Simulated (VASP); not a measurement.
# Ti (P6_3/mmc) in VASP: further runs

Runs on Ti. Level: r2SCAN. Tasks: single point.

Everything below comes from runs of VASP 6.6.1. Logs are shortened: lines on timing, memory, paths and dates and some standing lists are left out, and cuts for length are marked.

**1. The cell of the first run**

Symmetry: P6_3/mmc, No. 194, hexagonal system. The conventional cell has a = 2.989 Å, b = 2.989 Å, c = 4.742 Å, α = 90.00°, β = 90.00°, γ = 120.00°. Ti (site symmetry -6m2) has 12 Ti at 2.93 to 2.99 Å within 3.9 Å.

**2. Single point, r2SCAN**

POSCAR

```
Ti
1.0
    2.9888202413      0.0000000000      0.0000000000
   -1.4944101206      2.5883942563      0.0000000000
    0.0000000000      0.0000000000      4.7415860099
Ti
2
Direct
    0.6666666667      0.3333333333      0.7500000000
    0.3333333333      0.6666666667      0.2500000000
```

INCAR.step1

```
  PREC = Accurate
  ENCUT = 520
  ISMEAR = -1
  SIGMA = 0.05
  LREAL = False
  LASPH = True
  NELM = 80
  NBANDS = 19
  GGA = PE
  ALGO = Normal
  EDIFF = 1E-4
  LWAVE = True
  LCHARG = False
```

INCAR.step2

```
  PREC = Accurate
  ENCUT = 520
  EDIFF = 1E-7
  ISMEAR = -1
  SIGMA = 0.05
  LREAL = False
  LASPH = True
  NELM = 80
  ALGO = Normal
  ISIF = 2
  LWAVE = False
  LCHARG = True
  METAGGA = R2SCAN
  LMIXTAU = True
  LELF = True
  LVHAR = True
  NBANDS = 19
  ISTART = 1
```

KPOINTS

```
Automatic mesh
0
Gamma
  10 10 6
```

Potentials or basis: VASP PAW PBE potentials, release 64 (Ti_sv).

On the command line:

```sh
> cat potpaw_PBE.64/Ti_sv/POTCAR > POTCAR
> cp INCAR.step1 INCAR
> mpirun -np 1 vasp_std > vasp.out
> cp INCAR.step2 INCAR
> mpirun -np 1 vasp_std > vasp.out
```

OUTCAR:

```text
PREC = Accurate
   ENCUT = 520
   EDIFF = 1E-7
   ISMEAR = -1
   LREAL = False
   LASPH = True
   NELM = 80
   ISIF = 2
   METAGGA = R2SCAN
   ISTART = 1

 ion  position               nearest neighbor table
   1  0.667  0.333  0.750-
   2  0.333  0.667  0.250-

  LATTYP: Found a hexagonal cell.
 ALAT       =     2.9888202413
 C/A-ratio  =     1.5864406780

  Lattice vectors:

 A1 = (   2.9888202413,   0.0000000000,   0.0000000000)
 A2 = (  -1.4944101206,   2.5883942563,   0.0000000000)
 A3 = (   0.0000000000,   0.0000000000,   4.7415860099)

Analysis of symmetry for initial positions (statically):
=====================================================================
 Subroutine PRICEL returns:
 Original cell was already a primitive cell.

 Routine SETGRP: Setting up the symmetry group for a
 hexagonal supercell.

 Subroutine GETGRP returns: Found 24 space group operations
 (whereof 12 operations were pure point group operations)
 out of a pool of 24 trial point group operations.

The static configuration has the point symmetry D_3d.
 The point group associated with its full space group is D_6h.

Analysis of symmetry for dynamics (positions and initial velocities):
=====================================================================
 Subroutine PRICEL returns:
 Original cell was already a primitive cell.

 Routine SETGRP: Setting up the symmetry group for a
 hexagonal supercell.

 Subroutine GETGRP returns: Found 24 space group operations
 (whereof 12 operations were pure point group operations)
 out of a pool of 24 trial point group operations.

The dynamic configuration has the point symmetry D_3d.
 The point group associated with its full space group is D_6h.

 Subroutine INISYM returns: Found 24 space group operations
 (whereof 12 operations are pure point group operations),
 and found     1 'primitive' translations

----------------------------------------------------------------------------------------

                                     Primitive cell

  volume of cell :      36.6821

  direct lattice vectors                    reciprocal lattice vectors
     2.988820241  0.000000000  0.000000000     0.334580175  0.193169954  0.000000000
    -1.494410121  2.588394256  0.000000000     0.000000000  0.386339908  0.000000000
     0.000000000  0.000000000  4.741586010     0.000000000  0.000000000  0.210899897

  length of vectors
     2.988820241  2.988820241  4.741586010     0.386339908  0.386339908  0.210899897

  position of ions in fractional coordinates (direct lattice)
     0.666666667  0.333333333  0.750000000
     0.333333333  0.666666667  0.250000000

  ion indices of the primitive-cell ions
   primitive index   ion index
                 1           1
                 2           2

----------------------------------------------------------------------------------------

 KPOINTS: Automatic mesh

Automatic generation of k-mesh.
 Grid dimensions read from file:
 generate k-points for:   10   10    6

 Generating k-lattice:

  Cartesian coordinates                     Fractional coordinates (reciprocal lattice)
     0.033458018  0.019316995  0.000000000     0.100000000 -0.000000000  0.000000000
     0.000000000  0.038633991  0.000000000     0.000000000  0.100000000  0.000000000
     0.000000000  0.000000000  0.035149983     0.000000000  0.000000000  0.166666667

  Length of vectors
     0.038633991  0.038633991  0.035149983

  Shift w.r.t. Gamma in fractional coordinates (k-lattice)
     0.000000000  0.000000000  0.000000000

 Subroutine IBZKPT returns following result:
 ===========================================

 Found     56 irreducible k-points:

 Following reciprocal coordinates:
            Coordinates               Weight
  0.000000  0.000000  0.000000      1.000000
  0.100000  0.000000  0.000000      6.000000
  0.200000  0.000000  0.000000      6.000000
  0.300000  0.000000  0.000000      6.000000
  0.400000  0.000000  0.000000      6.000000
  0.500000  0.000000  0.000000      3.000000
[... 16 lines left out ...]
  0.300000  0.100000  0.166667     24.000000
  0.400000  0.100000  0.166667     24.000000
 [... further k-points ...]
   k-points           NKPTS =     56   k-points in BZ     NKDIM =     56   number of bands    NBANDS=     19
   number of dos      NEDOS =    301   number of ions     NIONS =      2
   total plane-waves  NPLWV =  20736
   dimension x,y,z NGX =    24 NGY =   24 NGZ =   36
   dimension x,y,z NGXF=    48 NGYF=   48 NGZF=   72
   ions per type =               2
   NGX,Y,Z   is equivalent  to a cutoff of  13.35, 13.35, 12.62 a.u.
   NGXF,Y,Z  is equivalent  to a cutoff of  26.70, 26.70, 25.24 a.u.
 SYSTEM =  unknown system
   PREC   = accura    normal or accurate (medium, high low for compatibility)
   ISTART =      1    job   : 0-new  1-cont  2-samecut
   ICHARG =      0    charge: 1-file 2-atom 10-const
   ISPIN  =      1    spin polarized calculation?
   LNONCOLLINEAR =      F non collinear calculations
   LSORBIT =      F    spin-orbit coupling
   LASPH  =      T    aspherical Exc in radial PAW
   ENCUT  =  520.0 eV  38.22 Ry    6.18 a.u.   5.56  5.56  8.82*2*pi/ulx,y,z
   NELM   =     80;   NELMIN=  2; NELMDL=  0     # of ELM steps
   EDIFF  = 0.1E-06   stopping-criterion for ELM
   LREAL  =      F    real-space projection
   EDIFFG = 0.1E-05   stopping-criterion for IOM
   NSW    =      0    number of steps for IOM
   IBRION =     -1    ionic relax: 0-MD 1-quasi-New 2-CG
   NFREE  =      0    steps in history (QN), initial steepest desc. (CG)
   ISIF   =      2    stress and relaxation
   ISYM   =      2    0-nonsym 1-usesym 2-fastsym
   POTIM  = 0.5000    time-step for ionic-motion
   TEBEG  =    0.0;   TEEND  =   0.0 temperature during run
   PSTRESS=    0.0 pullay stress
   NELECT =      24.0000    total number of electrons
   NUPDOWN=      -1.0000    fix difference up-down
   EMIN   =  10.00;   EMAX   =-10.00  energy-range for DOS
   EFERMI =   0.00;   METHOD = LEGACY
   ISMEAR =    -1;   SIGMA  =   0.05  broadening in eV -4-tet -1-fermi 0-gaus
   EFERMI_NEDOS =   21; number of points for ismear=-14 and -15
   IALGO  =     38    algorithm
   IMIX   =      4    mixing-type and parameters
     AMIX     =   0.40;   BMIX     =  1.00
     AMIX_MAG =   1.60;   BMIX_MAG =  1.00
  volume/ion in A,a.u.               =      18.34       123.77
  Fermi-wavevector in a.u.,A,eV,Ry     =   1.421218  2.685712 27.481863  2.019860
  Thomas-Fermi vector in A             =   2.542051
   LORBIT       =      0    0 simple, 1 ext, 2 COOP (PROOUT), +10 PAW based schemes
   METAGGA = R2SCAN    functional components
   LHFCALC =     F    Hartree Fock is set to
   AEXX    =    0.0000 exact exchange contribution
   IVDW    =     0    specifies the selected vdW correction
   LEPSILON=     F    determine dielectric tensor
   LRPA    =     F    only Hartree local field effects (RPA)
 non-spin polarized calculation
  energy-cutoff  :      520.00
  volume of cell :       36.68
 maximum number of plane-waves:      1020
 NGX is ok and might be reduce to    24
   NGX = 11   NGY = 11   NGZ = 17

 number of electron      23.9999999 magnetization

 Free energy of the ion-electron system (eV)
  ---------------------------------------------------
  ext. energy  EPLUGINS =         0.00000000
  ---------------------------------------------------
  free energy    TOTEN  =       -25.87184207 eV

  energy without entropy =      -25.85576762  energy(sigma->0) =      -25.86380485

 E-fermi :   7.8211     XC(G=0): -12.1207

 val. band max:        7.8134952628   @ k =   0.1000   0.1000   0.0000
 cond. band min:       7.8366588731   @ k =   0.2000   0.0000   0.3333
 fundamental gap:      0.0231636103
 Fermi energy:         7.8210779186

 k-point     1 :       0.0000    0.0000    0.0000
  band No.  band energies     occupation
      1     -51.5184      2.00000
      2     -51.4042      2.00000
      3     -27.0130      2.00000
      4     -26.4522      2.00000
      5     -26.4521      2.00000
      6     -26.3980      2.00000
[... 11 lines left out ...]
     18       9.5573      0.00000
     19      10.9979      0.00000

 k-point     2 :       0.1000    0.0000    0.0000
  band No.  band energies     occupation
      1     -51.5102      2.00000
      2     -51.4010      2.00000
      3     -26.9939      2.00000
      4     -26.4909      2.00000
      5     -26.4650      2.00000
      6     -26.4060      2.00000
[... 11 lines left out ...]
     18       9.4105      0.00000
     19      11.0730      0.00000

 k-point     3 :       0.2000    0.0000    0.0000
  band No.  band energies     occupation
      1     -51.4881      2.00000
      2     -51.3931      2.00000
      3     -26.9407      2.00000
      4     -26.5932      2.00000
      5     -26.5083      2.00000
      6     -26.4973      2.00000
[... 11 lines left out ...]
     18       9.7782      0.00000
     19      11.2111      0.00000

 k-point     4 :       0.3000    0.0000    0.0000
  band No.  band energies     occupation
      1     -51.4588      2.00000
      2     -51.3852      2.00000
      3     -26.8648      2.00000
      4     -26.7215      2.00000
      5     -26.6295      2.00000
      6     -26.5354      2.00000
[... 11 lines left out ...]
     18      10.4192      0.00000
     19      11.3183      0.00000

 k-point     5 :       0.4000    0.0000    0.0000
  band No.  band energies     occupation
      1     -51.4318      2.00000
      2     -51.3819      2.00000
      3     -26.8260      2.00000
      4     -26.7863      2.00000
      5     -26.7242      2.00000
      6     -26.5652      2.00000
[... 11 lines left out ...]
     18      11.0773      0.00000
     19      11.3757      0.00000
[... 334 lines left out ...]
      2     -51.4022      2.00000
      3     -26.9285      2.00000
      4     -26.5407      2.00000
      5     -26.5304      2.00000
      6     -26.4780      2.00000
[... 11 lines left out ...]
     18       9.8011      0.00000
     19      11.1162      0.00000

 k-point    22 :       0.2000    0.1000    0.1667
  band No.  band energies     occupation
      1     -51.4638      2.00000
      2     -51.3931      2.00000
      3     -26.8822      2.00000
      4     -26.6477      2.00000
      5     -26.6168      2.00000
      6     -26.5199      2.00000
[... 11 lines left out ...]
     18      10.2876      0.00000
     19      11.1841      0.00000

 k-point    23 :       0.3000    0.1000    0.1667
  band No.  band energies     occupation
      1     -51.4368      2.00000
      2     -51.3863      2.00000
      3     -26.8554      2.00000
      4     -26.7435      2.00000
      5     -26.6835      2.00000
      6     -26.5622      2.00000
[... 11 lines left out ...]
     18      10.8428      0.00000
     19      11.3544      0.00000

 k-point    24 :       0.4000    0.1000    0.1667
  band No.  band energies     occupation
      1     -51.4172      2.00000
      2     -51.3849      2.00000
      3     -26.8823      2.00000
      4     -26.7843      2.00000
      5     -26.6899      2.00000
      6     -26.5815      2.00000
[... 11 lines left out ...]
     18      11.2022      0.00000
     19      11.8551      0.00000

 [... further k-points ...]
[... 5 lines left out ...]
  --------------------------------------------------------------------------------------
  -------------------------------------------------------------------------------------
  Total       -1.2921031     -1.2921031     -1.3933731     -0.0000000     -0.0000000      0.0000000
  in kB      -56.4356959    -56.4356959    -60.8589088     -0.0000000     -0.0000000      0.0000000
  external PRESSURE =     -57.9101002 kB  Pullay stress =       0.0000000 kB

 VOLUME and BASIS-vectors are now :
 -----------------------------------------------------------------------------
  energy-cutoff  :      520.00
  volume of cell :       36.68
      direct lattice vectors                 reciprocal lattice vectors
     2.988820241  0.000000000  0.000000000     0.334580175  0.193169954  0.000000000
    -1.494410121  2.588394256  0.000000000     0.000000000  0.386339908  0.000000000
     0.000000000  0.000000000  4.741586010     0.000000000  0.000000000  0.210899897

 POSITION                                       TOTAL-FORCE (eV/Angst)
 -----------------------------------------------------------------------------------
      1.49441      0.86280      3.55619         0.000000     -0.000000      0.000000
     -0.00000      1.72560      1.18540        -0.000000      0.000000      0.000000
 -----------------------------------------------------------------------------------
    total drift:                               -0.000000      0.000000     -0.000000

  FREE ENERGIE OF THE ION-ELECTRON SYSTEM (eV)
  ---------------------------------------------------
  free  energy   TOTEN  =       -25.8718420726 eV

  energy  without entropy=      -25.8557676176  energy(sigma->0) =      -25.86380485
```

It took 1.8 min on 1 thread of Intel Xeon Platinum 8488C (Sapphire Rapids), shared host; peak memory 0.17 GiB.

What came out:

| Property | Result |
| --- | --- |
| Free energy | -25.8718 eV |
| Pressure | -5.8 GPa |
| Band gap on the k mesh | zero (band 12 reaches 8.66 eV, above the bottom of band 13 at 7.47 eV) |

Stress tensor (GPa, compression positive):
```
-5.64  0.00  0.00
 0.00 -5.64  0.00
 0.00  0.00 -6.09
```

Levels at points of the mesh, in eV from the Fermi level:
```tsv
k point	band 10	band 11	band 12	band 13	band 14	band 15
(0.00, 0.00, 0.00)	-2.72	0.41	0.84	0.84	0.92	1.32
(0.50, 0.00, 0.00)	-2.12	-1.79	-0.87	0.62	0.65	1.18
(0.00, 0.00, 0.50)	-4.62	0.06	0.06	0.76	0.76	0.76
(0.50, 0.00, 0.50)	-2.53	-0.81	-0.81	1.11	1.11	1.81
```

Caveat: the PAW data sets were made with another functional, which shifts forces and pressure a little.

**3. Single point, r2SCAN**

This run uses another cell than the first one, of 18.69 Å³/atom, 1.019 times its volume.

POSCAR

```
Ti
1.0
    3.0078578261      0.0000000000      0.0000000000
   -1.5039289131      2.6048812885      0.0000000000
    0.0000000000      0.0000000000      4.7717880089
Ti
2
Direct
    0.6666666667      0.3333333333      0.7500000000
    0.3333333333      0.6666666667      0.2500000000
```

INCAR.step1

```
  PREC = Accurate
  ENCUT = 520
  ISMEAR = -1
  SIGMA = 0.05
  LREAL = F
  LASPH = T
  NELM = 100
  NBANDS = 19
  GGA = PE
  ALGO = Normal
  EDIFF = 1E-4
  LWAVE = T
  LCHARG = F
```

INCAR.step2

```
  PREC = Accurate
  ENCUT = 520
  EDIFF = 1E-6
  ISMEAR = -1
  SIGMA = 0.05
  LREAL = F
  LASPH = T
  NELM = 100
  ALGO = Normal
  ISIF = 2
  LWAVE = F
  LCHARG = F
  METAGGA = R2SCAN
  LMIXTAU = T
  NBANDS = 19
  ISTART = 1
```

KPOINTS

```
regular mesh
0
Gamma
  10 10 6
```

Potentials or basis: VASP PAW PBE potentials, release 64 (Ti_sv).

On the command line:

```sh
> cat potpaw_PBE.64/Ti_sv/POTCAR > POTCAR
> cp INCAR.step1 INCAR
> mpirun -np 1 vasp_std > vasp.out
> cp INCAR.step2 INCAR
> mpirun -np 1 vasp_std > vasp.out
```

It took 85 s on 1 thread of Intel Xeon Platinum 8488C (Sapphire Rapids), shared host; peak memory 0.18 GiB.

It converged, with:

```yaml
Free_energy: -25.8428 eV
Pressure: -7.6 GPa
Band_gap_on_the_k_mesh: zero (band 12 reaches 8.45 eV, above the bottom of band 13 at 7.27 eV)
```

Stress tensor (GPa, compression positive):
```
-7.44  0.00  0.00
 0.00 -7.44  0.00
 0.00  0.00 -7.78
```

Levels at points of the mesh, in eV from the Fermi level:
| k point | band 8 | band 9 | band 10 | band 11 | band 12 | band 13 | band 14 | band 15 | band 16 | band 17 |
| --- | --- | --- | --- | --- | --- | --- | --- | --- | --- | --- |
| (0.00, 0.00, 0.00) | -34.24 | -6.44 | -2.68 | 0.37 | 0.82 | 0.82 | 0.90 | 1.29 | 1.29 | 1.70 |
| (0.50, 0.00, 0.00) | -34.30 | -2.42 | -2.07 | -1.74 | -0.89 | 0.61 | 0.63 | 1.15 | 3.23 | 3.44 |
| (0.00, 0.00, 0.50) | -34.28 | -4.60 | -4.60 | 0.06 | 0.06 | 0.75 | 0.75 | 0.75 | 0.75 | 2.77 |
| (0.50, 0.00, 0.50) | -34.37 | -2.48 | -2.48 | -0.79 | -0.79 | 1.07 | 1.07 | 1.77 | 1.77 | 3.36 |

Caveat: the PAW data sets were made with another functional, which shifts forces and pressure a little.
